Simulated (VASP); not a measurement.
# V in VASP: notebook

Aim: see how the results for V move with the level of theory and the settings. Levels: revPBE, RPBE+D4, PBE. Tasks: relaxation of cell and atoms, single point.

All numbers are computed with VASP 6.6.1; they aren't measurements. Logs are shortened: lines on timing, memory, paths and dates and some standing lists are left out, and cuts for length are marked.

## (1) The cell of the first run

It takes space group Im-3m (No. 229, cubic). The conventional cell has a = 3.029 Å, b = 3.029 Å, c = 3.029 Å, α = 90.00°, β = 90.00°, γ = 90.00°. Within 3.5 Å of V (site symmetry m-3m) lie 14 V at 2.62 to 3.03 Å.

## (2) Relaxation of cell and atoms, revPBE, collinear spin, ferromagnetic start

Input file INCAR:

```
PREC     = Accurate       # precision mode
ENCUT    = 600            # plane-wave cutoff, eV
EDIFF    = 1E-7           # SCF threshold, eV
ISMEAR   = -1             # smearing method
SIGMA    = 0.05           # smearing width, eV
LREAL    = F              # projectors in reciprocal space
LASPH    = T              # aspherical terms in the spheres
NELM     = 150            # most SCF steps
ALGO     = Normal         # electronic algorithm
ISIF     = 3              # what is computed and relaxed
LWAVE    = F              # write WAVECAR
LCHARG   = F              # write CHGCAR
ISPIN    = 2              # spin polarisation
MAGMOM   = 2              # initial moments
LORBIT   = 11             # projections on sites
LMAXMIX  = 4              # l up to which the mixer works
GGA      = RE             # functional
IBRION   = 2              # ionic algorithm
NSW      = 80             # ionic steps
EDIFFG   = -0.01          # ionic threshold
```

Input file KPOINTS:

```
Automatic mesh
0
Gamma
  12 12 12
```

Input file POSCAR:

```
V
1.0
   -1.5143500000      1.5143500000      1.5143500000
    1.5143500000     -1.5143500000      1.5143500000
    1.5143500000      1.5143500000     -1.5143500000
V
1
Direct
    0.0000000000      0.0000000000      0.0000000000
```

Potentials or basis: VASP PAW PBE potentials, release 64 (V_sv).

The run is started by

```sh
> cat potpaw_PBE.64/V_sv/POTCAR > POTCAR
> mpirun -np 1 vasp_std > vasp.out
```

OUTCAR:

```text
PREC = Accurate
   ENCUT = 600
   EDIFF = 1E-7
   ISMEAR = -1
   LREAL = F
   LASPH = T
   NELM = 150
   ISIF = 3
   ISPIN = 2
   LORBIT = 11
   GGA = RE
   IBRION = 2
   NSW = 80
   EDIFFG = -0.01

 ion  position               nearest neighbor table
   1  0.000  0.000  0.000-

  LATTYP: Found a body centered cubic cell.
 ALAT       =     3.0287000000

  Lattice vectors:

 A1 = (  -1.5143500000,   1.5143500000,   1.5143500000)
 A2 = (   1.5143500000,  -1.5143500000,   1.5143500000)
 A3 = (   1.5143500000,   1.5143500000,  -1.5143500000)

Analysis of symmetry for initial positions (statically):
=====================================================================
 Subroutine PRICEL returns:
 Original cell was already a primitive cell.

 Routine SETGRP: Setting up the symmetry group for a
 body centered cubic supercell.

 Subroutine GETGRP returns: Found 48 space group operations
 (whereof 48 operations were pure point group operations)
 out of a pool of 48 trial point group operations.

The static configuration has the point symmetry O_h .

Analysis of symmetry for dynamics (positions and initial velocities):
=====================================================================
 Subroutine PRICEL returns:
 Original cell was already a primitive cell.

 Routine SETGRP: Setting up the symmetry group for a
 body centered cubic supercell.

 Subroutine GETGRP returns: Found 48 space group operations
 (whereof 48 operations were pure point group operations)
 out of a pool of 48 trial point group operations.

The dynamic configuration has the point symmetry O_h .

Analysis of structural, dynamic, and magnetic symmetry:
=====================================================================
 Subroutine PRICEL returns:
 Original cell was already a primitive cell.

 Routine SETGRP: Setting up the symmetry group for a
 body centered cubic supercell.

 Subroutine GETGRP returns: Found 48 space group operations
 (whereof 48 operations were pure point group operations)
 out of a pool of 48 trial point group operations.

The overall configuration has the point symmetry O_h .

 Subroutine INISYM returns: Found 48 space group operations
 (whereof 48 operations are pure point group operations),
 and found     1 'primitive' translations

----------------------------------------------------------------------------------------

                                     Primitive cell

  volume of cell :      13.8912

  direct lattice vectors                    reciprocal lattice vectors
[... 107 lines left out ...]
  Fermi-wavevector in a.u.,A,eV,Ry     =   1.601313  3.026044 34.888125  2.564205
  Thomas-Fermi vector in A             =   2.698311
   LORBIT       =     11    0 simple, 1 ext, 2 COOP (PROOUT), +10 PAW based schemes
   GGA     = RE    functional components
   LHFCALC =     F    Hartree Fock is set to
   AEXX    =    0.0000 exact exchange contribution
   IVDW    =     0    specifies the selected vdW correction
   LEPSILON=     F    determine dielectric tensor
   LRPA    =     F    only Hartree local field effects (RPA)
 conjugate gradient relaxation of ions
 spin polarized calculation
  energy-cutoff  :      600.00
  volume of cell :       13.89
 maximum number of plane-waves:       476
 NGX is ok and might be reduce to    24
   NGX = 11   NGY = 11   NGZ = 11

--------------------------------------- Ionic step        1  -------------------------------------------

 number of electron      13.0000003 magnetization       0.0005978

 Free energy of the ion-electron system (eV)
  ---------------------------------------------------
  ext. energy  EPLUGINS =         0.00000000
  ---------------------------------------------------
  free energy    TOTEN  =        -8.61191998 eV

  energy without entropy =       -8.59407928  energy(sigma->0) =       -8.60299963

------------------------ aborting loop because EDIFF is reached ----------------------------------------

  FORCE on cell =-STRESS in cart. coord.  units (eV):
  Direction    XX          YY          ZZ          XY          YZ          ZX
  --------------------------------------------------------------------------------------
  -------------------------------------------------------------------------------------
  Total       -0.1902740     -0.1902740     -0.1902740      0.0000000     -0.0000000      0.0000000
  in kB      -21.9457918    -21.9457918    -21.9457918      0.0000000     -0.0000000      0.0000000
  external PRESSURE =     -21.9457918 kB  Pullay stress =       0.0000000 kB
[... 57 lines left out ...]
--------------------------------------- Ionic step        3  -------------------------------------------

 number of electron      13.0000002 magnetization       0.0000019

 Free energy of the ion-electron system (eV)
  ---------------------------------------------------
  ext. energy  EPLUGINS =         0.00000000
  ---------------------------------------------------
  free energy    TOTEN  =        -8.61316550 eV

  energy without entropy =       -8.59538017  energy(sigma->0) =       -8.60427284

 E-fermi :   9.5611     XC(G=0): -12.7211

 val. band max:        9.5530622180   @ k =   0.2500   0.0000   0.0000
 cond. band min:       9.5623903353   @ k =  -0.4167   0.5000   0.1667
 fundamental gap:      0.0093281173
 Fermi energy:         9.5610718170

 spin component 1

 k-point     1 :       0.0000    0.0000    0.0000
  band No.  band energies     occupation
      1     -54.2723      1.00000
      2     -27.5515      1.00000
      3     -27.5515      1.00000
      4     -27.5515      1.00000
      5       3.0136      1.00000
      6       9.9819      0.00022
      7       9.9819      0.00022
      8       9.9819      0.00022
      9      11.9502      0.00000
     10      11.9502      0.00000
     11      29.8986      0.00000
[... 310 lines left out ...]
  band No.  band energies     occupation
      1     -54.0861      1.00000
      2     -28.3388      1.00000
      3     -27.8552      1.00000
      4     -27.6118      1.00000
      5       6.8986      1.00000
      6       8.3891      1.00000
      7      10.2320      0.00000
      8      12.0398      0.00000
      9      12.3141      0.00000
     10      14.8825      0.00000
     11      19.4495      0.00000

 [... further k-points ...]

 spin component 2

 k-point     1 :       0.0000    0.0000    0.0000
  band No.  band energies     occupation
      1     -54.2723      1.00000
      2     -27.5515      1.00000
      3     -27.5515      1.00000
      4     -27.5515      1.00000
      5       3.0136      1.00000
      6       9.9819      0.00022
      7       9.9819      0.00022
      8       9.9819      0.00022
      9      11.9502      0.00000
     10      11.9502      0.00000
     11      29.8986      0.00000
[... 350 lines left out ...]
  FREE ENERGIE OF THE ION-ELECTRON SYSTEM (eV)
  ---------------------------------------------------
  free  energy   TOTEN  =        -8.6131654986 eV

  energy  without entropy=       -8.5953801742  energy(sigma->0) =       -8.60427284

 reached required accuracy - stopping structural energy minimisation

 total charge

# of ion       s       p       d       tot
------------------------------------------
    1        2.335   6.217   3.063  11.615

 magnetization (x)

# of ion       s       p       d       tot
------------------------------------------
    1        0.000   0.000   0.000   0.000
```

CONTCAR:

```text
V
   1.00000000000000
    -1.5078033294218247    1.5078033294218247    1.5078033294218247
     1.5078033294218247   -1.5078033294218247    1.5078033294218247
     1.5078033294218247    1.5078033294218247   -1.5078033294218247
  V
     1
Direct
     0.0000000000000000    0.0000000000000000    0.0000000000000000

  0.00000000E+00  0.00000000E+00  0.00000000E+00
```

Run time: 2.4 min. Hardware: 1 thread of AMD EPYC 7R13, shared host; peak memory 0.14 GiB.

What came out:

```
Free energy                                           : -8.6132 eV
Relaxed volume                                        : 13.71 Å³/atom
Relaxed cell                                          : a = 2.612 Å, b = 2.612 Å, c = 2.612 Å, α = 109.47°, β = 109.47°, γ = 109.47°
Space group after relaxing (to 0.05 Å)                : Im-3m (No. 229)
Energy gained by relaxing                             : 1.2 meV/atom
Ionic steps                                           : 3
Pressure after relaxing                               : 0.0 GPa
Net moment                                            : 0.00 μB per cell
Valence electrons inside the program's atomic spheres : V 11.62
```

The path:
| step | energy change (eV) | largest force (eV/Å) | pressure (GPa) | volume (Å³) |
| --- | --- | --- | --- | --- |
| 1 | 0.0000 | 0.0000 | -2.19 | 13.89 |
| 2 | 0.0004 | 0.0000 | 2.60 | 13.51 |
| 3 | -0.0012 | 0.0000 | 0.00 | 13.71 |

Final structure:
```cif
data_structure
_symmetry_space_group_name_H-M 'P 1'
_symmetry_Int_Tables_number 1
_cell_length_a 2.6116
_cell_length_b 2.6116
_cell_length_c 2.6116
_cell_angle_alpha 109.471
_cell_angle_beta 109.471
_cell_angle_gamma 109.471
_cell_volume 13.71
loop_
_atom_site_label
_atom_site_type_symbol
_atom_site_fract_x
_atom_site_fract_y
_atom_site_fract_z
_atom_site_occupancy
V1 V 0.00000 0.00000 0.00000 1
```

Caveat: the PAW data sets were made with another functional, which shifts forces and pressure a little.

## (3) Single point, RPBE+D4, collinear spin, ferromagnetic start

This run uses another cell than the first one, of 13.25 Å³/atom, 0.954 times its volume.

Input file INCAR:

```
PREC     = Accurate       # precision mode
ENCUT    = 520            # plane-wave cutoff, eV
EDIFF    = 1E-7           # SCF threshold, eV
ISMEAR   = 0              # smearing method
SIGMA    = 0.1            # smearing width, eV
LREAL    = False          # projectors in reciprocal space
LASPH    = True           # aspherical terms in the spheres
NELM     = 150            # most SCF steps
ALGO     = Fast           # electronic algorithm
ISIF     = 2              # what is computed and relaxed
LWAVE    = False          # write WAVECAR
LCHARG   = False          # write CHGCAR
ISPIN    = 2              # spin polarisation
MAGMOM   = 2              # initial moments
LORBIT   = 11             # projections on sites
LMAXMIX  = 4              # l up to which the mixer works
GGA      = RP             # functional
IVDW     = 13             # dispersion correction
NBANDS   = 16             # bands
```

Input file KPOINTS:

```
regular mesh
0
Gamma
  12 12 12
```

Input file POSCAR:

```
V
1.0
   -1.4906500466      1.4906500466      1.4906500466
    1.4906500466     -1.4906500466      1.4906500466
    1.4906500466      1.4906500466     -1.4906500466
V
1
Direct
    0.0000000000      0.0000000000      0.0000000000
```

Potentials or basis: VASP PAW PBE potentials, release 64 (V_sv).

The run is started by

```sh
> cat potpaw_PBE.64/V_sv/POTCAR > POTCAR
> mpirun -np 1 vasp_std > vasp.out
```

It took 1.9 min on 1 thread of AMD EPYC 7R13, shared host; peak memory 0.11 GiB.

Results (log left out):

```yaml
Free_energy: -9.1057 eV
Pressure: 0.4 GPa
Net_moment: 0.00 μB per cell
Valence_electrons_inside_the_program's_atomic_spheres: V 11.67
Dispersion_energy_per_atom: -0.611 eV
```

Levels at points of the mesh, in eV from the Fermi level:
Spin up:
```
           k point  band 2  band 3  band 4  band 5  band 6  band 7  band 8  band 9  band 10  band 11
(0.00, 0.00, 0.00)  -37.03  -37.03  -37.03   -6.62    0.44    0.44    0.44    2.49     2.49    20.61
(0.50, 0.00, 0.00)  -37.97  -37.32  -37.04   -3.21   -1.14    1.69    2.50    2.86     4.21    10.39
(0.50, 0.50, 0.50)  -37.67  -37.67  -37.67   -3.05   -3.05    3.81    3.81    3.81    10.38    10.38
```
Spin down:
| k point | band 4 | band 5 | band 6 | band 7 | band 8 | band 9 |
| --- | --- | --- | --- | --- | --- | --- |
| (0.00, 0.00, 0.00) | -37.03 | -6.62 | 0.44 | 0.44 | 0.44 | 2.49 |
| (0.50, 0.00, 0.00) | -37.03 | -3.21 | -1.14 | 1.69 | 2.50 | 2.87 |
| (0.50, 0.50, 0.50) | -37.67 | -3.05 | -3.05 | 3.81 | 3.81 | 3.81 |

Caveat: the PAW data sets were made with another functional, which shifts forces and pressure a little; pairwise dispersion overbinds metals, which lowers pressure and volume.

## (4) Single point, PBE, collinear spin, ferromagnetic start

This run uses another cell than the first one, of 13.61 Å³/atom, 0.980 times its volume.

Input file INCAR:

```
PREC     = Accurate       # precision mode
ENCUT    = 520            # plane-wave cutoff, eV
EDIFF    = 1E-7           # SCF threshold, eV
ISMEAR   = -1             # smearing method
SIGMA    = 0.05           # smearing width, eV
LREAL    = F              # projectors in reciprocal space
LASPH    = T              # aspherical terms in the spheres
NELM     = 150            # most SCF steps
ALGO     = Fast           # electronic algorithm
ISIF     = 2              # what is computed and relaxed
LWAVE    = F              # write WAVECAR
LCHARG   = F              # write CHGCAR
ISPIN    = 2              # spin polarisation
MAGMOM   = 2              # initial moments
LORBIT   = 11             # projections on sites
LMAXMIX  = 4              # l up to which the mixer works
GGA      = PE             # functional
NBANDS   = 16             # bands
```

Input file KPOINTS:

```
regular mesh
0
Gamma
  9 9 9
```

Input file POSCAR:

```
V
1.0
   -1.4992065000      1.4992065000      1.5143500000
    1.4992065000     -1.4992065000      1.5143500000
    1.4992065000      1.4992065000     -1.5143500000
V
1
Direct
    0.0000000000      0.0000000000      0.0000000000
```

The run is started by

```sh
> cat potpaw_PBE.64/V_sv/POTCAR > POTCAR
> mpirun -np 1 vasp_std > vasp.out
```

Wall time 2.2 min (1 thread of AMD EPYC 7R13, shared host); peak memory 0.11 GiB.

It converged, with:

| Quantity | Value |
| --- | --- |
| Free energy | -8.9942 eV |
| Pressure | -2.2 GPa |
| Net moment | 0.03 μB per cell |
| Site moments | V +0.02 μB |
| Valence electrons inside the program's atomic spheres | V 11.64 |

Stress tensor (GPa, compression positive):
```
-2.01  0.00  0.00
 0.00 -2.01  0.00
 0.00  0.00 -2.45
```

Levels at points of the mesh, in eV from the Fermi level:
Spin up:
| k point | band 2 | band 3 | band 4 | band 5 | band 6 | band 7 | band 8 | band 9 | band 10 | band 11 |
| --- | --- | --- | --- | --- | --- | --- | --- | --- | --- | --- |
| (0.00, 0.00, 0.00) | -37.10 | -37.10 | -37.10 | -6.64 | 0.33 | 0.33 | 0.40 | 2.29 | 2.39 | 20.19 |
Spin down:
```
           k point  band 2  band 3  band 4  band 5  band 6  band 7  band 8  band 9  band 10  band 11
(0.00, 0.00, 0.00)  -37.08  -37.08  -37.08   -6.62    0.35    0.35    0.43    2.31     2.40    20.21
```

## (5) Relaxation of cell and atoms, RPBE+D4, collinear spin, ferromagnetic start

Input file INCAR:

```
PREC = Accurate
ENCUT = 600
EDIFF = 1E-6
ISMEAR = 0
SIGMA = 0.1
LREAL = F
LASPH = T
NELM = 150
ALGO = Normal
ISIF = 3
LWAVE = F
LCHARG = F
ISPIN = 2
MAGMOM = 2
LORBIT = 11
LMAXMIX = 4
GGA = RP
IVDW = 13
IBRION = 2
NSW = 80
EDIFFG = -0.01
```

Input file KPOINTS:

```
regular mesh
0
Gamma
  12 12 12
```

Input file POSCAR:

```
V
1.0
   -1.5143500000      1.5143500000      1.5143500000
    1.5143500000     -1.5143500000      1.5143500000
    1.5143500000      1.5143500000     -1.5143500000
V
1
Direct
    0.0000000000      0.0000000000      0.0000000000
```

The run is started by

```sh
> cat potpaw_PBE.64/V_sv/POTCAR > POTCAR
> mpirun -np 1 vasp_std > vasp.out
```

Run time: 2.9 min. Hardware: 1 thread of AMD EPYC 7R13, shared host; peak memory 0.14 GiB.

Results (log left out):

* Free energy: -9.1063 eV
* Relaxed volume: 13.27 Å³/atom
* Relaxed cell: a = 2.583 Å, b = 2.583 Å, c = 2.583 Å, α = 109.47°, β = 109.47°, γ = 109.47°
* Space group after relaxing (to 0.05 Å): Im-3m (No. 229)
* Energy gained by relaxing: 15.4 meV/atom
* Ionic steps: 3
* Pressure after relaxing: -0.1 GPa
* Net moment: 0.00 μB per cell
* Valence electrons inside the program's atomic spheres: V 11.67
* Dispersion energy per atom: -0.610 eV

The path:
```csv
step,energy change (eV),largest force (eV/Å),pressure (GPa),volume (Å³)
1,0.0000,0.0000,-7.64,13.89
2,0.0050,0.0000,10.23,12.60
3,-0.0154,0.0000,-0.08,13.27
```

Final structure:
```
V
1.0
    -1.49155    1.49155    1.49155
     1.49155   -1.49155    1.49155
     1.49155    1.49155   -1.49155
V
1
Cartesian
  0.0000 0.0000 0.0000
```

Levels at points of the mesh, in eV from the Fermi level:
Spin up:
| k point | band 2 | band 3 | band 4 | band 5 | band 6 | band 7 | band 8 | band 9 | band 10 | band 11 |
| --- | --- | --- | --- | --- | --- | --- | --- | --- | --- | --- |
| (0.00, 0.00, 0.00) | -37.03 | -37.03 | -37.03 | -6.61 | 0.44 | 0.44 | 0.44 | 2.49 | 2.49 | 20.60 |
| (0.50, 0.00, 0.00) | -37.97 | -37.32 | -37.04 | -3.21 | -1.14 | 1.68 | 2.49 | 2.86 | 4.20 | 10.37 |
| (0.50, 0.50, 0.50) | -37.67 | -37.67 | -37.67 | -3.04 | -3.04 | 3.80 | 3.80 | 3.80 | 10.36 | 10.36 |
Spin down:
```tsv
k point	band 3	band 4	band 5	band 6	band 7	band 8	band 9	band 10
(0.00, 0.00, 0.00)	-37.03	-37.03	-6.61	0.44	0.44	0.44	2.49	2.49
(0.50, 0.00, 0.00)	-37.32	-37.04	-3.21	-1.14	1.68	2.49	2.86	4.20
(0.50, 0.50, 0.50)	-37.67	-37.67	-3.04	-3.04	3.80	3.80	3.80	10.36
```

Caveat: the PAW data sets were made with another functional, which shifts forces and pressure a little; pairwise dispersion overbinds metals, which lowers pressure and volume.

## (6) Overview

| task | level | cell | k mesh | cutoff (eV) | smearing | gap on the mesh (eV) | pressure (GPa) | moment (μB) | relaxed volume (Å³/atom) |
| --- | --- | --- | --- | --- | --- | --- | --- | --- | --- |
| relaxation of cell and atoms | revPBE | relaxed from a = 2.623 Å, angles 109.5°, 1 atom | 12 × 12 × 12 | 600 | fermi-dirac 0.05 eV | none | 0.0 | 0.00 | 13.71 |
| single point | RPBE+D4 | a = 2.582 Å, angles 109.5°, 1 atom | 12 × 12 × 12 | 520 | gaussian 0.1 eV | none | 0.4 | 0.00 | - |
| single point | PBE | a = 2.605 Å, angles 109.7, 109.7, 108.9°, 1 atom | 9 × 9 × 9 | 520 | fermi-dirac 0.05 eV | none | -2.2 | 0.03 | - |
| relaxation of cell and atoms | RPBE+D4 | relaxed from a = 2.623 Å, angles 109.5°, 1 atom | 12 × 12 × 12 | 600 | gaussian 0.1 eV | none | -0.1 | 0.00 | 13.27 |

Alike in all rows: potentials or basis VASP PAW PBE potentials, release 64 (V_sv); spin collinear, ferromagnetic start.

Caveats: the PAW data sets were made with another functional, which shifts forces and pressure a little (some runs); pairwise dispersion overbinds metals, which lowers pressure and volume (some runs).

Absolute energies hang on the potentials; compare differences alone.
